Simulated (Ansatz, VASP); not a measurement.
**One calculation of Sr, two programs**

```
CELL_PARAMETERS angstrom
0.00000 0.00000 7.01332
6.40163 3.69599 0.00000
-6.40163 3.69599 0.00000
ATOMIC_POSITIONS crystal
Sr 0.25000 0.33333 0.33333
Sr 0.25000 0.66667 0.00000
Sr 0.25000 0.00000 0.66667
Sr 0.75000 0.33333 0.00000
Sr 0.75000 0.66667 0.66667
Sr 0.75000 0.00000 0.33333
```

Alike in both runs: functional PBE; k mesh 6 × 6 × 6; occupations gaussian, width 0.1 eV; no spin polarisation.

Ansatz relaxed the structure, and its values are those at the end. VASP's run is a single point on that final structure, the one shown.

|  | VASP | Ansatz |
| --- | --- | --- |
| version | VASP 6.6.1 | Ansatz 0.2.0 |
| potentials or method | VASP PAW PBE potentials, release 64 (Sr_sv), cutoff 520 eV | scalar-relativistic, plane waves, PAW |
| valence electrons in the cell | 60 | 60 |

```tsv
	VASP	Ansatz	Ansatz less VASP
gap on the k mesh at the Fermi level (eV)	none	none	-
pressure (GPa)	0.0	0.0	0.00
```

A gap of «none» marks a metal or a gap that the smearing closes.
